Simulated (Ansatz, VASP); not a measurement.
Two plane-wave programs on AlCo

INCAR

```
SYSTEM = AlCo
PREC     = Accurate       ! precision mode
ENCUT    = 520            ! plane-wave cutoff, eV
EDIFF    = 1E-6           ! SCF threshold, eV
ISMEAR   = 0              ! smearing method
SIGMA    = 0.15           ! smearing width, eV
LREAL    = .False.        ! projectors in reciprocal space
LASPH    = .True.         ! aspherical terms in the spheres
NELM     = 60             ! most SCF steps
ALGO     = Fast           ! electronic algorithm
ISIF     = 2              ! what is computed and relaxed
LWAVE    = .False.        ! write WAVECAR
LCHARG   = .False.        ! write CHGCAR
GGA      = PS             ! functional
NBANDS   = 34             ! bands
```

File KPOINTS:

```
regular mesh
0
Gamma
  16 16 16
  0 0 0
```

The input POSCAR:

```
AlCo
1.0
   -2.8225855357      2.8225855357      2.8225855357
    2.8225855357     -2.8225855357      2.8225855357
    2.8225855357      2.8225855357     -2.8225855357
Al Co
4 4
Direct
    0.0000000000      0.5000000000      0.5000000000
    0.5000000000      0.0000000000      0.5000000000
    0.5000000000      0.5000000000      0.0000000000
    0.0000000000      0.0000000000      0.0000000000
    0.5000000000      0.5000000000      0.5000000000
    0.0000000000      0.0000000000      0.5000000000
    0.0000000000      0.5000000000      0.0000000000
    0.5000000000      0.0000000000      0.0000000000
```

Input for Ansatz:

```yaml
crystal:
  lattice:
    - [-2.8225855357, 2.8225855357, 2.8225855357]
    - [2.8225855357, -2.8225855357, 2.8225855357]
    - [2.8225855357, 2.8225855357, -2.8225855357]
  atoms:
    - { symbol: Al, position: [0.0, 0.5, 0.5] }
    - { symbol: Al, position: [0.5, 0.0, 0.5] }
    - { symbol: Al, position: [0.5, 0.5, 0.0] }
    - { symbol: Al, position: [0.0, 0.0, 0.0] }
    - { symbol: Co, position: [0.5, 0.5, 0.5] }
    - { symbol: Co, position: [0.0, 0.0, 0.5] }
    - { symbol: Co, position: [0.0, 0.5, 0.0] }
    - { symbol: Co, position: [0.5, 0.0, 0.0] }
basis:
  ecutwfc: 420
kpoints:
  mp_grid: { grid: [16, 16, 16] }
hamiltonian:
  xc: pbesol
scf:
  occupations: { method: gaussian, width: 0.15 }
output:
  forces: true
  stress: true
  eigenvalues: true
  write_density: true
  write_potential: true
  elf: true
  volumetric_format: npy
```

Alike in both runs: task single point; functional PBEsol; k mesh 16 × 16 × 16; occupations gaussian, width 0.15 eV; no spin polarisation.

```csv
,VASP,Ansatz
version,VASP 6.6.1,Ansatz 0.2.0
potentials or method,"VASP PAW PBE potentials, release 64 (Al, Co), cutoff 520 eV","scalar-relativistic, plane waves, PAW"
valence electrons in the cell,48,80
```

|  | VASP | Ansatz | Ansatz less VASP |
| --- | --- | --- | --- |
| gap on the k mesh at the Fermi level (eV) | none | none | - |
| pressure (GPa) | -0.1 | 0.0 | +0.10 |

VASP's potentials were made for PBE, not for PBEsol. A gap of «none» marks a metal or a gap that the smearing closes. VASP's potentials hold 48 valence electrons a cell and Ansatz's 80, so a difference there can come from the potentials and not from the codes.
